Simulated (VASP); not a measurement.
# PtSe2 (P-3m1) in VASP: further runs

Runs on PtSe2. Level: PBEsol+D3(BJ). Tasks: single point.

Program: VASP 6.6.1. These are calculated values, not measurements. Logs are shortened: lines on timing, memory, paths and dates and some standing lists are left out, and cuts for length are marked.

### Step 1. The cell of the first run

The structure is trigonal, space group P-3m1 (No. 164). The conventional cell has a = 4.012 Å, b = 4.012 Å, c = 4.362 Å, α = 90.00°, β = 90.00°, γ = 120.00°. Within 3.4 Å of Pt (site symmetry -3m) lie 6 Se at 2.56 Å. Se (site symmetry 3m) has 3 Pt at 2.56 Å and 6 Se at 3.18 Å within 3.4 Å.

### Step 2. Single point, PBEsol+D3(BJ)

File INCAR:

```
PREC = Accurate ; ENCUT = 520
EDIFF = 1E-6 ; ISMEAR = 0
SIGMA = 0.15 ; LREAL = F
LASPH = T ; NELM = 60
ALGO = Normal ; ISIF = 2
LWAVE = F ; LCHARG = T
GGA = PS ; IVDW = 12
LELF = T ; LVHAR = T
NBANDS = 18
```

File KPOINTS:

```
regular mesh
0
Gamma
  18 18 10
```

File POSCAR:

```
PtSe2
1.0
    4.0115580441      0.0000000000      0.0000000000
   -2.0057790221      3.4741111750      0.0000000000
    0.0000000000      0.0000000000      4.3622993604
Pt Se
1 2
Direct
    0.0000000000      0.0000000000      0.0000000000
    0.3333333333      0.6666666667      0.2500000000
    0.6666666667      0.3333333333      0.7500000000
```

Potentials or basis: VASP PAW PBE potentials, release 64 (Pt, Se).

Started as:

```
$ cat potpaw_PBE.64/Pt/POTCAR potpaw_PBE.64/Se/POTCAR > POTCAR
$ mpirun -np 1 vasp_std > vasp.out
```

OUTCAR:

```text
PREC = Accurate
   ENCUT = 520
   EDIFF = 1E-6
   ISMEAR = 0
   LREAL = F
   LASPH = T
   NELM = 60
   ISIF = 2
   GGA = PS
   IVDW = 12
 IVDW          = 12

 ion  position               nearest neighbor table
   1  0.000  0.000  0.000-   2 2.56   3 2.56   3 2.56   2 2.56   3 2.56   2 2.56
   2  0.333  0.667  0.250-   1 2.56   1 2.56   1 2.56
   3  0.667  0.333  0.750-   1 2.56   1 2.56   1 2.56

  LATTYP: Found a hexagonal cell.
 ALAT       =     4.0115580441
 C/A-ratio  =     1.0874326913

  Lattice vectors:

 A1 = (   4.0115580441,   0.0000000000,   0.0000000000)
 A2 = (  -2.0057790221,   3.4741111750,   0.0000000000)
 A3 = (   0.0000000000,   0.0000000000,   4.3622993604)

Analysis of symmetry for initial positions (statically):
=====================================================================
 Subroutine PRICEL returns:
 Original cell was already a primitive cell.

 Routine SETGRP: Setting up the symmetry group for a
 hexagonal supercell.

 Subroutine GETGRP returns: Found 12 space group operations
 (whereof 12 operations were pure point group operations)
 out of a pool of 24 trial point group operations.

The static configuration has the point symmetry D_3d.

Analysis of symmetry for dynamics (positions and initial velocities):
=====================================================================
 Subroutine PRICEL returns:
 Original cell was already a primitive cell.

 Routine SETGRP: Setting up the symmetry group for a
 hexagonal supercell.

 Subroutine GETGRP returns: Found 12 space group operations
 (whereof 12 operations were pure point group operations)
 out of a pool of 24 trial point group operations.

The dynamic configuration has the point symmetry D_3d.

 Subroutine INISYM returns: Found 12 space group operations
 (whereof 12 operations are pure point group operations),
 and found     1 'primitive' translations

----------------------------------------------------------------------------------------

                                     Primitive cell

  volume of cell :      60.7956

  direct lattice vectors                    reciprocal lattice vectors
     4.011558044  0.000000000  0.000000000     0.249279704  0.143921704  0.000000000
    -2.005779022  3.474111175  0.000000000     0.000000000  0.287843408  0.000000000
     0.000000000  0.000000000  4.362299360     0.000000000  0.000000000  0.229236904

  length of vectors
     4.011558044  4.011558044  4.362299360     0.287843408  0.287843408  0.229236904

  position of ions in fractional coordinates (direct lattice)
     0.000000000  0.000000000  0.000000000
     0.333333333  0.666666667  0.250000000
     0.666666667  0.333333333  0.750000000

  ion indices of the primitive-cell ions
   primitive index   ion index
                 1           1
                 2           2
                 3           3

----------------------------------------------------------------------------------------

 KPOINTS: regular mesh

Automatic generation of k-mesh.
 Grid dimensions read from file:
 generate k-points for:   18   18   10

 Generating k-lattice:

  Cartesian coordinates                     Fractional coordinates (reciprocal lattice)
     0.013848872  0.007995650  0.000000000     0.055555556 -0.000000000  0.000000000
     0.000000000  0.015991300  0.000000000     0.000000000  0.055555556  0.000000000
     0.000000000  0.000000000  0.022923690     0.000000000  0.000000000  0.100000000

  Length of vectors
     0.015991300  0.015991300  0.022923690

  Shift w.r.t. Gamma in fractional coordinates (k-lattice)
     0.000000000  0.000000000  0.000000000

 Subroutine IBZKPT returns following result:
 ===========================================

 Found    330 irreducible k-points:

 Following reciprocal coordinates:
            Coordinates               Weight
  0.000000  0.000000  0.000000      1.000000
  0.055556  0.000000  0.000000      6.000000
  0.111111  0.000000  0.000000      6.000000
  0.166667  0.000000  0.000000      6.000000
  0.222222 -0.000000  0.000000      6.000000
  0.277778  0.000000  0.000000      6.000000
[... 16 lines left out ...]
  0.333333  0.111111  0.000000     12.000000
  0.388889  0.111111  0.000000     12.000000
 [... further k-points ...]
   k-points           NKPTS =    330   k-points in BZ     NKDIM =    330   number of bands    NBANDS=     18
   number of dos      NEDOS =    301   number of ions     NIONS =      3
   total plane-waves  NPLWV =  28800
   dimension x,y,z NGX =    30 NGY =   30 NGZ =   32
   dimension x,y,z NGXF=    60 NGYF=   60 NGZF=   64
   ions per type =               1   2
   NGX,Y,Z   is equivalent  to a cutoff of  12.43, 12.43, 12.20 a.u.
   NGXF,Y,Z  is equivalent  to a cutoff of  24.87, 24.87, 24.39 a.u.
 SYSTEM =  unknown system
   PREC   = accura    normal or accurate (medium, high low for compatibility)
   ISTART =      0    job   : 0-new  1-cont  2-samecut
   ICHARG =      2    charge: 1-file 2-atom 10-const
   ISPIN  =      1    spin polarized calculation?
   LNONCOLLINEAR =      F non collinear calculations
   LSORBIT =      F    spin-orbit coupling
   LASPH  =      T    aspherical Exc in radial PAW
   ENCUT  =  520.0 eV  38.22 Ry    6.18 a.u.   7.46  7.46  8.11*2*pi/ulx,y,z
   NELM   =     60;   NELMIN=  2; NELMDL= -5     # of ELM steps
   EDIFF  = 0.1E-05   stopping-criterion for ELM
   LREAL  =      F    real-space projection
[... 7 lines left out ...]
   TEBEG  =    0.0;   TEEND  =   0.0 temperature during run
   PSTRESS=    0.0 pullay stress
   NELECT =      22.0000    total number of electrons
   NUPDOWN=      -1.0000    fix difference up-down
   EMIN   =  10.00;   EMAX   =-10.00  energy-range for DOS
   EFERMI =   0.00;   METHOD = LEGACY
   ISMEAR =     0;   SIGMA  =   0.15  broadening in eV -4-tet -1-fermi 0-gaus
   EFERMI_NEDOS =   21; number of points for ismear=-14 and -15
   IALGO  =     38    algorithm
   IMIX   =      4    mixing-type and parameters
     AMIX     =   0.40;   BMIX     =  1.00
     AMIX_MAG =   1.60;   BMIX_MAG =  1.00
  volume/ion in A,a.u.               =      20.27       136.76
  Fermi-wavevector in a.u.,A,eV,Ry     =   1.166608  2.204570 18.517180  1.360974
  Thomas-Fermi vector in A             =   2.303119
   LORBIT       =      0    0 simple, 1 ext, 2 COOP (PROOUT), +10 PAW based schemes
   GGA     = PS    functional components
   LHFCALC =     F    Hartree Fock is set to
   AEXX    =    0.0000 exact exchange contribution
   IVDW    =    12    specifies the selected vdW correction
   LEPSILON=     F    determine dielectric tensor
   LRPA    =     F    only Hartree local field effects (RPA)
 non-spin polarized calculation
 Gauss-broadening in eV      SIGMA  =   0.15
  energy-cutoff  :      520.00
  volume of cell :       60.80
 maximum number of plane-waves:      1666
 NGX is ok and might be reduce to    30

 number of electron      22.0000001 magnetization

 Free energy of the ion-electron system (eV)
  ---------------------------------------------------
  ext. energy  EPLUGINS =         0.00000000
  ---------------------------------------------------
  free energy    TOTEN  =       -15.59729336 eV

  energy without entropy =      -15.58809194  energy(sigma->0) =      -15.59269265

 E-fermi :   6.1396     XC(G=0): -10.8985

 val. band max:        6.1183355216   @ k =  -0.1111   0.2778   0.4000
 cond. band min:       6.1442710688   @ k =  -0.0556   0.3889   0.2000
 fundamental gap:      0.0259355471
 Fermi energy:         6.1396353241

 k-point     1 :       0.0000    0.0000    0.0000
  band No.  band energies     occupation
      1      -9.3852      2.00000
      2      -5.8196      2.00000
      3      -0.2006      2.00000
      4      -0.2006      2.00000
      5      -0.0625      2.00000
      6       2.7405      2.00000
[... 10 lines left out ...]
     17      13.0662      0.00000
     18      16.8525      0.00000

 k-point     2 :       0.0556    0.0000    0.0000
  band No.  band energies     occupation
      1      -9.3556      2.00000
      2      -5.8551      2.00000
      3      -0.1772      2.00000
      4      -0.1440      2.00000
      5      -0.0273      2.00000
      6       2.7014      2.00000
[... 10 lines left out ...]
     17      13.1492      0.00000
     18      16.8845      0.00000

 k-point     3 :       0.1111    0.0000    0.0000
  band No.  band energies     occupation
      1      -9.2676      2.00000
      2      -5.9557      2.00000
      3      -0.1078      2.00000
      4       0.0026      2.00000
      5       0.0915      2.00000
      6       2.5613      2.00000
[... 10 lines left out ...]
     17      13.3862      0.00000
     18      16.2414      0.00000

 k-point     4 :       0.1667    0.0000    0.0000
  band No.  band energies     occupation
      1      -9.1248      2.00000
      2      -6.1077      2.00000
      3       0.0058      2.00000
      4       0.1714      2.00000
      5       0.3319      2.00000
      6       2.2424      2.00000
[... 375 lines left out ...]
      4       0.6146      2.00000
      5       1.2391      2.00000
      6       1.3785      2.00000
[... 10 lines left out ...]
     17      13.9485      0.00000
     18      15.4051      0.00000

 k-point    23 :       0.3333    0.1111    0.0000
  band No.  band energies     occupation
      1      -8.1121      2.00000
      2      -6.9714      2.00000
      3      -0.2362      2.00000
      4       0.7445      2.00000
      5       1.3780      2.00000
      6       1.6045      2.00000
[... 10 lines left out ...]
     17      13.9861      0.00000
     18      15.3600      0.00000

 k-point    24 :       0.3889    0.1111    0.0000
  band No.  band energies     occupation
      1      -7.8692      2.00000
      2      -7.1736      2.00000
      3      -0.4892      2.00000
      4       0.8959      2.00000
      5       1.4096      2.00000
      6       1.6913      2.00000
[... 10 lines left out ...]
     17      14.4520      0.00000
     18      15.3977      0.00000

 [... further k-points ...]

------------------------ aborting loop because EDIFF is reached ----------------------------------------

 Edisp (eV)   -1.28322

 E8    (eV) :    -0.8352

  FORCE on cell =-STRESS in cart. coord.  units (eV):
  Direction    XX          YY          ZZ          XY          YZ          ZX
  --------------------------------------------------------------------------------------
  -------------------------------------------------------------------------------------
  Total      -4.75508    -4.75508    -0.31222     0.00000     0.00000     0.00000
  in kB    -125.31301  -125.31301    -8.22811     0.00000     0.00000     0.00000
  external pressure =      -86.28 kB  Pullay stress =        0.00 kB

 VOLUME and BASIS-vectors are now :
 -----------------------------------------------------------------------------
  energy-cutoff  :      520.00
  volume of cell :       60.80
      direct lattice vectors                 reciprocal lattice vectors
     4.011558044  0.000000000  0.000000000     0.249279704  0.143921704  0.000000000
    -2.005779022  3.474111175  0.000000000     0.000000000  0.287843408  0.000000000
     0.000000000  0.000000000  4.362299360     0.000000000  0.000000000  0.229236904

 POSITION                                       TOTAL-FORCE (eV/Angst)
 -----------------------------------------------------------------------------------
      0.00000      0.00000      0.00000        -0.000000      0.000000      0.000000
     -0.00000      2.31607      1.09057         0.000000      0.000000      0.381361
      2.00578      1.15804      3.27172         0.000000     -0.000000     -0.381361
 -----------------------------------------------------------------------------------
    total drift:                                0.000000      0.000000     -0.000000

  FREE ENERGIE OF THE ION-ELECTRON SYSTEM (eV)
  ---------------------------------------------------
  free  energy   TOTEN  =       -16.8805114094 eV

  energy  without entropy=      -16.8713099877  energy(sigma->0) =      -16.87591070
```

It took 4 min on 1 thread of Intel Xeon 8259CL, shared host; peak memory 0.47 GiB.

What came out:

```yaml
Free_energy: -16.8805 eV
Pressure: -8.6 GPa
Largest_force: 0.381 eV/Å
Band_gap_on_the_k_mesh: zero (bands 11 and 12 overlap by 1.12 eV)
Dispersion_energy_per_atom: -0.428 eV
```

Forces on the atoms (eV/Å):
```
Pt   0.000  0.000  0.000
Se   0.000  0.000  0.381
Se   0.000  0.000 -0.381
```

Stress tensor (GPa, compression positive):
```
-12.53   0.00   0.00
  0.00 -12.53   0.00
  0.00   0.00  -0.82
```

Caveat: the stress differs along the axes, from -13 to -1 GPa; the PAW data sets were made with another functional, which shifts forces and pressure a little; spin-orbit coupling is left out, which moves the levels of the heavy elements.

### Step 3. Single point, PBEsol+D3(BJ)

This run uses another cell than the first one, of the same volume but with other edges.

File INCAR:

```
SYSTEM = PtSe2
ALGO = Normal
EDIFF = 1E-6
ENCUT = 520
GGA = PS
ISIF = 2
ISMEAR = 0
IVDW = 12
LASPH = .TRUE.
LCHARG = .FALSE.
LREAL = .FALSE.
LWAVE = .FALSE.
NBANDS = 18
NELM = 60
PREC = Accurate
SIGMA = 0.15
```

File KPOINTS:

```
k-points
0
G
  18 18 10
  0 0 0
```

File POSCAR:

```
PtSe2
1.0
    3.5044187405      0.0000000000      0.0000000000
   -1.7522093703      3.0349156548      0.0000000000
    0.0000000000      0.0000000000      5.7162292538
Pt Se
1 2
Direct
    0.0000000000      0.0000000000      0.0000000000
    0.3333333333      0.6666666667      0.2500000000
    0.6666666667      0.3333333333      0.7500000000
```

Potentials or basis: VASP PAW PBE potentials, release 64 (Pt, Se).

Started as:

```
$ cat potpaw_PBE.64/Pt/POTCAR potpaw_PBE.64/Se/POTCAR > POTCAR
$ mpirun -np 1 vasp_std > vasp.out
```

Run time: 4.7 min. Hardware: 1 thread of Intel Xeon 8259CL, shared host; peak memory 0.48 GiB.

Results (log left out):

- Free energy: -16.8663 eV
- Pressure: 3.7 GPa
- Largest force: 0.126 eV/Å
- Band gap on the k mesh: 0.23 eV (least direct gap 0.57 eV)
- Dispersion energy per atom: -0.425 eV

Forces in eV/Å, atoms in the order of the input:
```
Pt   0.000  0.000  0.000
Se   0.000  0.000 -0.126
Se   0.000  0.000  0.126
```

Stress tensor (GPa, compression positive):
```
 7.34  0.00  0.00
 0.00  7.34  0.00
 0.00  0.00 -3.69
```

Levels at points of the mesh, in eV from the valence-band top:
| k point | band 8 | band 9 | band 10 | band 11 | band 12 | band 13 | band 14 | band 15 |
| --- | --- | --- | --- | --- | --- | --- | --- | --- |
| (0.00, 0.00, 0.00) | -2.83 | -0.18 | -0.18 | -0.02 | 2.27 | 2.27 | 4.75 | 4.83 |
| (0.50, 0.00, 0.00) | -3.20 | -2.83 | -2.35 | -2.29 | 1.12 | 2.53 | 5.15 | 5.70 |
| (0.00, 0.00, 0.50) | -3.14 | -1.74 | -0.42 | -0.42 | 2.74 | 2.74 | 5.35 | 6.88 |
| (0.50, 0.00, 0.50) | -2.83 | -2.38 | -1.93 | -1.71 | 1.66 | 2.36 | 3.95 | 4.67 |

Caveat: the stress differs along the axes, from -4 to 7 GPa; the PAW data sets were made with another functional, which shifts forces and pressure a little; spin-orbit coupling is left out, which moves the levels of the heavy elements.

The gap in the log of VASP goes by the Fermi energy; the results here count the filled bands.